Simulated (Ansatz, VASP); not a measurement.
**Ga2O3: VASP beside Ansatz**

Contents of POSCAR:

```
Ga2O3
1.0
    6.1886874205     -1.5347535364     -0.0025976695
    6.1886874205      1.5347535364     -0.0025976695
   -1.3974750767      0.0000000000      5.6071851958
Ga O
4 6
Direct
    0.3412644604      0.3412644604      0.6863744794
    0.6587355396      0.6587355396      0.3136255206
    0.9113707767      0.9113707767      0.2081035815
    0.0886292233      0.0886292233      0.7918964185
    0.5032413102      0.5032413102      0.7421078424
    0.4967586898      0.4967586898      0.2578921576
    0.8260321709      0.8260321709      0.4350249316
    0.1739678291      0.1739678291      0.5649750684
    0.1621332613      0.1621332613      0.1084268108
    0.8378667387      0.8378667387      0.8915731892
```

The input INCAR.step1:

```
SYSTEM = Ga2O3
ALGO = Normal ; EDIFF = 1E-4
ENCUT = 520 ; GGA = PE
ISMEAR = 0 ; LASPH = .TRUE.
LCHARG = .FALSE. ; LREAL = .FALSE.
LWAVE = .TRUE. ; NBANDS = 55
NELM = 60 ; PREC = Accurate
SIGMA = 0.01
```

The input INCAR.step2:

```
SYSTEM = Ga2O3
ALGO = Normal ; EDIFF = 1E-7
ENCUT = 520 ; ISIF = 2
ISMEAR = 0 ; ISTART = 1
LASPH = .TRUE. ; LCHARG = .TRUE.
LELF = .TRUE. ; LMIXTAU = .TRUE.
LREAL = .FALSE. ; LVHAR = .TRUE.
LWAVE = .FALSE. ; METAGGA = R2SCAN
NBANDS = 55 ; NELM = 60
PREC = Accurate ; SIGMA = 0.01
```

Contents of KPOINTS:

```
k-points
0
G
  8 8 4
  0 0 0
```

Input for Ansatz:

```yaml
crystal:
  lattice:
    - [6.1886874205, -1.5347535364, -0.0025976695]
    - [6.1886874205, 1.5347535364, -0.0025976695]
    - [-1.3974750767, 0.0, 5.6071851958]
  atoms:
    - { symbol: Ga, position: [0.3412644604, 0.3412644604, 0.6863744794] }
    - { symbol: Ga, position: [0.6587355396, 0.6587355396, 0.3136255206] }
    - { symbol: Ga, position: [0.9113707767, 0.9113707767, 0.2081035815] }
    - { symbol: Ga, position: [0.0886292233, 0.0886292233, 0.7918964185] }
    - { symbol: O, position: [0.5032413102, 0.5032413102, 0.7421078424] }
    - { symbol: O, position: [0.4967586898, 0.4967586898, 0.2578921576] }
    - { symbol: O, position: [0.8260321709, 0.8260321709, 0.4350249316] }
    - { symbol: O, position: [0.1739678291, 0.1739678291, 0.5649750684] }
    - { symbol: O, position: [0.1621332613, 0.1621332613, 0.1084268108] }
    - { symbol: O, position: [0.8378667387, 0.8378667387, 0.8915731892] }
kpoints:
  mp_grid: { grid: [8, 8, 4] }
  band_path:
    path:
      - [0.0, 0.0, 0.0]
      - [-0.266303588, 0.266303588, 0.0]
      - [-0.733696412, -0.266303588, 0.0]
      - [-0.5, -0.5, 0.0]
      - [-0.5, -0.5, 0.5]
      - [-0.7419050365, -0.2580949635, 0.5]
      - [-0.2580949635, 0.2580949635, 0.5]
      - [0.0, 0.0, 0.5]
      - [-0.5, 0.0, 0.5]
      - [-0.057292, 0.057292, 0.0]
    npoints: 1
hamiltonian:
  xc: r2scan
scf:
  occupations: { method: fixed }
  n_extra_bands: 6
output:
  forces: true
  stress: true
  eigenvalues: true
  write_density: true
  write_potential: true
  elf: true
  volumetric_format: npy
```

Change from the starting cell: epitaxial_xy strain +1.0%.

Alike in both runs: task single point; functional r2SCAN; k mesh 8 × 8 × 4; no spin polarisation.

|  | VASP | Ansatz |
| --- | --- | --- |
| version | VASP 6.6.1 | Ansatz 0.2.0 |
| potentials or method | VASP PAW PBE potentials, release 64 (Ga_d, O) | plane waves, PAW |
| plane-wave cutoff (eV) | 520 | 500 |
| occupations | gaussian, width 0.01 eV | fixed |
| valence electrons in the cell | 88 | 88 |

Ansatz gave:

- gap on the k mesh at the Fermi level (eV): 2.90
- pressure (GPa): -2.4
- traceless stress, the component that is largest in VASP (GPa): 2.37
- rms of the force components (eV/Å): 0.002

**Question.** What did VASP give for the same quantities?

**Answer.** gap on the k mesh at the Fermi level (eV): 2.88; pressure (GPa): -0.7; traceless stress, the component that is largest in VASP (GPa): 2.28; rms of the force components (eV/Å): 0.035.

VASP's potentials were made for PBE, not for r2SCAN. Atom by atom the forces differ by 0.035 eV/Å (rms over components).
